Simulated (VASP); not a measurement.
B2SbP3:

```
CELL_PARAMETERS angstrom
5.39733 0.00000 0.00000
0.00000 5.39733 0.00000
0.00000 0.00000 3.64783
ATOMIC_POSITIONS crystal
B 0.00000 0.50000 0.00000
B 0.50000 0.00000 0.00000
Sb 0.00000 0.00000 0.50000
P 0.00000 0.50000 0.50000
P 0.50000 0.00000 0.50000
P 0.50000 0.50000 0.50000
```

The cell was built from a structure type or drawn by symmetry, and may not be a known phase.

```yaml
Program: VASP 6.6.1
Task: relaxation of cell and atoms
Functional: PBE
Potentials_or_basis: VASP PAW PBE potentials, release 64 (B, Sb, P)
Cutoff: 600 eV
k_mesh: 4 × 4 × 6
Occupations: gaussian, width 0.1 eV
Spin: no spin polarisation
```

At the start: pressure -1.4 GPa; volume 17.71 Å³/atom.

Task: How do energy, volume and symmetry change on relaxing?

Result: Over 3 steps the energy falls by 8.0 meV/atom and the volume is 17.18 Å³/atom (-3.0 %); space group P4/mmm (No. 123, to 0.1 Å) before and after.

The path:
| step | energy change (eV) | largest force (eV/Å) | pressure (GPa) | volume (Å³) |
| --- | --- | --- | --- | --- |
| 1 | 0.0000 | 0.0000 | -1.41 | 106.27 |
| 2 | -0.0445 | 0.0000 | -0.36 | 103.87 |
| 3 | -0.0482 | 0.0000 | 0.05 | 103.10 |

Final structure:
```
B Sb P
1.0
     5.28748    0.00000    0.00000
     0.00000    5.28748    0.00000
     0.00000    0.00000    3.68785
B Sb P
2 1 3
Direct
  0.00000 0.50000 0.00000
  0.50000 0.00000 0.00000
  0.00000 0.00000 0.50000
  0.00000 0.50000 0.50000
  0.50000 0.00000 0.50000
  0.50000 0.50000 0.50000
```
